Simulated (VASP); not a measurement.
A run of VASP 6.6.1 is set up as follows.

The input INCAR:

```
PREC     = Accurate       # precision mode
ENCUT    = 520            # plane-wave cutoff, eV
EDIFF    = 1E-6           # SCF threshold, eV
ISMEAR   = 0              # smearing method
SIGMA    = 0.1            # smearing width, eV
LREAL    = False          # projectors in reciprocal space
LASPH    = True           # aspherical terms in the spheres
NELM     = 100            # most SCF steps
ALGO     = Normal         # electronic algorithm
ISIF     = 2              # what is computed and relaxed
LWAVE    = False          # write WAVECAR
LCHARG   = False          # write CHGCAR
LDIPOL   = True         
IDIPOL   = 3            
DIPOL    = 0.5 0.5 0.292
GGA      = PE             # functional
NBANDS   = 30             # bands
```

File KPOINTS:

```
Automatic mesh
0
Gamma
  6 6 1
```

File POSCAR:

```
Al
1.0
    5.7135165838      0.0000000000      0.0000000000
   -2.8567582919      4.9480505065      0.0000000000
    0.0000000000      0.0000000000     21.6013781936
Al
12
Direct
    0.3333333333      0.1666666667      0.1851733702
    0.3333333333      0.6666666667      0.1851733702
    0.8333333333      0.1666666667      0.1851733702
    0.8333333333      0.6666666667      0.1851733702
    0.1666666667      0.3333333333      0.2916813828
    0.1666666667      0.8333333333      0.2916813828
    0.6666666667      0.3333333333      0.2916813828
    0.6666666667      0.8333333333      0.2916813828
    0.0000000000      0.0000000000      0.3981865470
    0.0000000000      0.5000000000      0.3981865470
    0.5000000000      0.0000000000      0.3981865470
    0.5000000000      0.5000000000      0.3981865470
```

Potentials or basis: VASP PAW PBE potentials, release 64 (Al).

Run with:

```sh
$ cat potpaw_PBE.64/Al/POTCAR > POTCAR
$ mpirun -np 1 vasp_std > vasp.out
```

(1) Estimate the band gap on the k mesh.

(2) What does it give for the largest force?

## Answers

(1) zero (band 18 reaches 0.16 eV, above the bottom of band 19 at -0.85 eV).

(2) 0.004 eV/Å.
